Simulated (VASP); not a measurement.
Runs of VASP 6.6.1 on KCl. The structure is that of space group Pm-3m (No. 221), or close to it. The cells are those of the table. 

| level | cell | k mesh | gap on the mesh (eV) | pressure (GPa) |
| --- | --- | --- | --- | --- |
| r2SCAN | a = 3.808 Å, 2 atoms | 6 × 6 × 6 | (d) | -0.7 |
| PBE | a = 3.910 Å, 2 atoms | 6 × 6 × 6 | 4.58 | (a) |
| PBE | a = 3.835 Å, 2 atoms | 6 × 6 × 6 | (b) | 0.0 |
| r2SCAN | a = 3.733 Å, 2 atoms | 6 × 6 × 6 | 5.96 | 0.7 |
| r2SCAN | a = 3.771 Å, 2 atoms | 6 × 6 × 6 | (c) | 0.0 |
| r2SCAN | a = 3.845 Å, 2 atoms | 6 × 6 × 6 | 5.54 | -1.2 |
| PBE | a = 3.771 Å, 2 atoms | 8 × 8 × 8 | 5.03 | 1.1 |
| r2SCAN | a = 3.694 Å, 2 atoms | 6 × 6 × 6 | 6.13 | 1.6 |

Alike in all rows: task single point; potentials or basis VASP PAW PBE potentials, release 64 (K_sv, Cl); no spin polarisation; cutoff (eV) 520; smearing gaussian 0.01 eV.

Task: Estimate the missing entries.

Result: (a) -0.9; (b) 4.81; (c) 5.81; (d) 5.67.

Caveats: the PAW data sets were made with another functional, which shifts forces and pressure a little (some runs).

A k mesh can miss the band edges.
